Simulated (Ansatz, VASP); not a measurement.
# One calculation of InSe, two programs

```
In Se
1.0
     5.94512   -2.08204    0.00000
     5.94512    2.08204    0.00000
    -1.62046    0.00000    4.38055
In Se
2 2
Cartesian
  10.5029 0.0000 0.0219
  -0.2331 0.0000 4.3587
  6.8072 0.0000 2.8123
  3.4626 0.0000 1.5682
```

Change from the starting cell: volume scaled by 1.04, crystal datasets.

Alike in both runs: task electric field gradients; functional PBEsol; k mesh 7 × 7 × 6; occupations fermi-dirac, width 0.02 eV; no spin polarisation.

|  | VASP | Ansatz |
| --- | --- | --- |
| version | VASP 6.6.1 | Ansatz 0.2.0 |
| potentials or method | VASP PAW PBE potentials, release 64 (In_d, Se), cutoff 520 eV | all-electron PAW with datasets made for the crystal, scalar-relativistic |

Ansatz gave:

* gap on the k mesh at the Fermi level (eV): 0.81
* pressure (GPa): -2.2
* traceless stress, the component that is largest in VASP (GPa): 1.71
* rms of the force components (eV/Å): 0.351
* size of Vzz on the site where it differs most (V/Å²): 82.5

Which values does VASP return?

gap on the k mesh at the Fermi level (eV): 0.80; pressure (GPa): -2.2; traceless stress, the component that is largest in VASP (GPa): 1.73; rms of the force components (eV/Å): 0.348; size of Vzz on the site where it differs most (V/Å²): 78.6.

VASP's potentials were made for PBE, not for PBEsol. Atom by atom the forces differ by 0.008 eV/Å (rms over components). Ansatz ran all-electron here, and VASP with PAW potentials.
